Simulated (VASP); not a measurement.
# Li2Se (fluorite type) (Fm-3m) in VASP: notebook, part 2 of 2

VASP 6.6.1.

### 3 Relaxation of cell and atoms, PBE

This run uses another cell than the first one, of 14.73 Å³/atom, 0.816 times its volume.

The input, INCAR:

```
SYSTEM = Li2Se
PREC = Accurate
ENCUT = 750
EDIFF = 1E-7
ISMEAR = -1
SIGMA = 0.05
LREAL = .False.
LASPH = .True.
NELM = 120
ALGO = Normal
ISIF = 3
LWAVE = .False.
LCHARG = .False.
GGA = PE
IBRION = 2
NSW = 100
EDIFFG = -0.005
GGA_COMPAT = .False.
NELMIN = 4
```

The input, KPOINTS:

```
regular mesh
0
Gamma
  13 13 13
  0 0 0
```

The input, POSCAR:

```
Li2Se
1.0
    0.0000000000      2.8061992873      2.8061992873
    2.8061992873      0.0000000000      2.8061992873
    2.8061992873      2.8061992873      0.0000000000
Se Li
1 2
Direct
    0.0000000000      0.0000000000      0.0000000000
    0.2500000000      0.2500000000      0.2500000000
    0.7500000000      0.7500000000      0.7500000000
```

Potentials or basis: VASP PAW PBE potentials, release 64 (Se, Li_sv).

Run with:

```bash
$ cat potpaw_PBE.64/Se/POTCAR potpaw_PBE.64/Li_sv/POTCAR > POTCAR
$ mpirun -np 1 vasp_std > vasp.out
```

OUTCAR:

```text
SYSTEM = Li2Se
   PREC = Accurate
   ENCUT = 750
   EDIFF = 1E-7
   ISMEAR = -1
   LREAL = .False.
   LASPH = .True.
   NELM = 120
   ISIF = 3
   GGA = PE
   IBRION = 2
   NSW = 100
   EDIFFG = -0.005
   NELMIN = 4

 ion  position               nearest neighbor table
   1  0.000  0.000  0.000-   3 2.43   3 2.43   3 2.43   2 2.43   3 2.43   2 2.43   2 2.43   2 2.43

   2  0.250  0.250  0.250-   1 2.43   1 2.43   1 2.43   1 2.43
   3  0.750  0.750  0.750-   1 2.43   1 2.43   1 2.43   1 2.43

  LATTYP: Found a face centered cubic cell.
 ALAT       =     5.6123985746

  Lattice vectors:

 A1 = (   0.0000000000,   2.8061992873,   2.8061992873)
 A2 = (   2.8061992873,   0.0000000000,   2.8061992873)
 A3 = (   2.8061992873,   2.8061992873,   0.0000000000)

Analysis of symmetry for initial positions (statically):
=====================================================================
 Subroutine PRICEL returns:
 Original cell was already a primitive cell.

 Routine SETGRP: Setting up the symmetry group for a
 face centered cubic supercell.

 Subroutine GETGRP returns: Found 48 space group operations
 (whereof 48 operations were pure point group operations)
 out of a pool of 48 trial point group operations.

The static configuration has the point symmetry O_h .

Analysis of symmetry for dynamics (positions and initial velocities):
=====================================================================
 Subroutine PRICEL returns:
 Original cell was already a primitive cell.

 Routine SETGRP: Setting up the symmetry group for a
 face centered cubic supercell.

 Subroutine GETGRP returns: Found 48 space group operations
 (whereof 48 operations were pure point group operations)
 out of a pool of 48 trial point group operations.

The dynamic configuration has the point symmetry O_h .

 Subroutine INISYM returns: Found 48 space group operations
 (whereof 48 operations are pure point group operations),
 and found     1 'primitive' translations
[... 138 lines left out ...]

 Free energy of the ion-electron system (eV)
  ---------------------------------------------------
  ext. energy  EPLUGINS =         0.00000000
  ---------------------------------------------------
  free energy    TOTEN  =       -10.86053683 eV

  energy without entropy =      -10.86053683  energy(sigma->0) =      -10.86053683

------------------------ aborting loop because EDIFF is reached ----------------------------------------

  FORCE on cell =-STRESS in cart. coord.  units (eV):
  Direction    XX          YY          ZZ          XY          YZ          ZX
  --------------------------------------------------------------------------------------
  -------------------------------------------------------------------------------------
  Total        2.7951704      2.7951704      2.7951704      0.0000000      0.0000000     -0.0000000
  in kB      101.3289026    101.3289026    101.3289026      0.0000000      0.0000000     -0.0000000
  external PRESSURE =     101.3289026 kB  Pullay stress =       0.0000000 kB
[... 24 lines left out ...]
--------------------------------------- Ionic step        2  -------------------------------------------

 number of electron      12.0000003 magnetization

 E-fermi :   2.4244     XC(G=0):  -8.5265

 val. band max:        1.4147633412   @ k =   0.0000   0.0000   0.0000
 cond. band min:       4.3676273485   @ k =   0.4615   0.4615   0.0000
 fundamental gap:      2.9528640073
 Fermi energy:         2.4243687075

 k-point     1 :       0.0000    0.0000    0.0000
  band No.  band energies     occupation
      1     -43.1906      2.00000
      2     -43.1589      2.00000
      3     -10.1710      2.00000
      4       1.4148      2.00000
      5       1.4148      2.00000
      6       1.4148      2.00000
      7       5.1095      0.00000
      8       7.0646      0.00000
      9       7.0646      0.00000
     10       7.0646      0.00000
[... 366 lines left out ...]
  FREE ENERGIE OF THE ION-ELECTRON SYSTEM (eV)
  ---------------------------------------------------
  free  energy   TOTEN  =       -11.1194995584 eV

  energy  without entropy=      -11.1194995584  energy(sigma->0) =      -11.11949956

[... ionic steps 4 to 16 ...]

--------------------------------------- Ionic step       17  -------------------------------------------

 number of electron      11.9999993 magnetization

------------------------ aborting loop because EDIFF is reached ----------------------------------------
[... 69 lines left out ...]
--------------------------------------- Ionic step       19  -------------------------------------------

 number of electron      11.9999993 magnetization

 Free energy of the ion-electron system (eV)
  ---------------------------------------------------
  ext. energy  EPLUGINS =         0.00000000
  ---------------------------------------------------
  free energy    TOTEN  =       -11.12301256 eV

  energy without entropy =      -11.12301256  energy(sigma->0) =      -11.12301256

 E-fermi :   2.0597     XC(G=0):  -8.2748

 val. band max:        1.0162894824   @ k =   0.0000   0.0000   0.0000
 cond. band min:       4.0270068299   @ k =   0.4615   0.4615   0.0000
 fundamental gap:      3.0107173475
 Fermi energy:         2.0596966292

 k-point     1 :       0.0000    0.0000    0.0000
  band No.  band energies     occupation
      1     -43.6933      2.00000
      2     -43.6694      2.00000
      3     -10.3812      2.00000
      4       1.0163      2.00000
      5       1.0163      2.00000
      6       1.0163      2.00000
      7       4.4185      0.00000
      8       6.6369      0.00000
      9       6.6369      0.00000
     10       6.6369      0.00000
[... 329 lines left out ...]
  FREE ENERGIE OF THE ION-ELECTRON SYSTEM (eV)
  ---------------------------------------------------
  free  energy   TOTEN  =       -11.1230125606 eV

  energy  without entropy=      -11.1230125606  energy(sigma->0) =      -11.12301256

 reached required accuracy - stopping structural energy minimisation
```

OSZICAR:

```text
N       E                     dE             d eps       ncg     rms          rms(c)
DAV:   1     0.475099931106E+02    0.47510E+02   -0.71012E+03  1680   0.155E+03
DAV:   2    -0.478657103526E+01   -0.52297E+02   -0.50044E+02  2068   0.235E+02
DAV:   3    -0.108259051609E+02   -0.60393E+01   -0.60214E+01  2942   0.604E+01
DAV:   4    -0.110294536044E+02   -0.20355E+00   -0.20330E+00  2392   0.128E+01
[... 134 lines left out ...]
DAV:   1    -0.111230180365E+02   -0.11702E-04   -0.10794E-04  1726   0.764E-02    0.143E-02
DAV:   2    -0.111230139651E+02    0.40714E-05   -0.16038E-05  2154   0.306E-02    0.792E-03
DAV:   3    -0.111230128886E+02    0.10765E-05   -0.34255E-06  1768   0.106E-02    0.342E-03
DAV:   4    -0.111230126541E+02    0.23445E-06   -0.15116E-07  1596   0.305E-03    0.127E-03
DAV:   5    -0.111230125606E+02    0.93571E-07   -0.38105E-08   908   0.186E-03
  19 F= -.11123013E+02 E0= -.11123013E+02  d E =-.145586E-04
```

CONTCAR:

```text
Li2Se
   1.00000000000000
     0.0000000000000000    2.9989510844220924    2.9989510844220924
     2.9989510844220924    0.0000000000000000    2.9989510844220924
     2.9989510844220924    2.9989510844220924   -0.0000000000000000
  Se              Li
     1     2
Direct
     0.0000000000000000    0.0000000000000000    0.0000000000000000
     0.2500000000000000    0.2500000000000000    0.2500000000000000
     0.7500000000000000    0.7500000000000000    0.7500000000000000

  0.00000000E+00  0.00000000E+00  0.00000000E+00
  0.00000000E+00  0.00000000E+00  0.00000000E+00
  0.00000000E+00  0.00000000E+00  0.00000000E+00
```

Run time: 3.9 min. Hardware: 1 thread of Intel Xeon Platinum 8559C (Emerald Rapids), shared host; peak memory 0.25 GiB.

What came out:

- Free energy: -11.1230 eV
- Relaxed volume: 17.98 Å³/atom
- Relaxed cell: a = 4.241 Å, b = 4.241 Å, c = 4.241 Å, α = 60.00°, β = 60.00°, γ = 60.00°
- Space group after relaxing (to 0.05 Å): Fm-3m (No. 225)
- Energy gained by relaxing: 87.5 meV/atom
- Ionic steps: 19
- Pressure after relaxing: 0.0 GPa
- Band gap on the k mesh: 3.01 eV, indirect (least direct gap 3.40 eV)

The path:
| step | energy change (eV) | largest force (eV/Å) | pressure (GPa) | volume (Å³) |
| --- | --- | --- | --- | --- |
| 1 | 0.0000 | 0.0000 | 10.13 | 44.20 |
| 2 | -0.2344 | 0.0000 | 2.66 | 50.43 |
| 3 | -0.2590 | 0.0000 | -0.81 | 55.37 |
| 4 | -0.2625 | 0.0000 | -0.07 | 54.11 |
| 5 | -0.2625 | 0.0000 | 0.07 | 53.90 |
| 6 | -0.2625 | 0.0000 | 0.07 | 53.90 |
| 7 | -0.2625 | 0.0000 | 0.07 | 53.90 |
| 8 | -0.2625 | 0.0000 | 0.07 | 53.90 |
| 9 | -0.2625 | 0.0000 | 0.07 | 53.90 |
| 10 | -0.2625 | 0.0000 | 0.07 | 53.90 |
| 11 | -0.2625 | 0.0000 | 0.07 | 53.90 |
| 12 | -0.2625 | 0.0000 | 0.07 | 53.90 |
| 13 | -0.2625 | 0.0000 | 0.07 | 53.90 |
| 14 | -0.2625 | 0.0000 | 0.06 | 53.90 |
| 15 | -0.2625 | 0.0000 | 0.06 | 53.90 |
| 16 | -0.2625 | 0.0000 | 0.06 | 53.90 |
| 17 | -0.2625 | 0.0000 | 0.06 | 53.91 |
| 18 | -0.2625 | 0.0000 | 0.05 | 53.92 |
| 19 | -0.2625 | 0.0000 | 0.04 | 53.94 |

Final structure:
```xyz
3
Lattice="0.0000 2.9990 2.9990 2.9990 0.0000 2.9990 2.9990 2.9990 0.0000" Properties=species:S:1:pos:R:3 pbc="T T T"
Se    0.0000    0.0000    0.0000
Li    1.4995    1.4995    1.4995
Li    4.4984    4.4984    4.4984
```

Caveat: the volume moved by over 15 % at a fixed basis, so the end points are rough. A k mesh can miss the band edges.
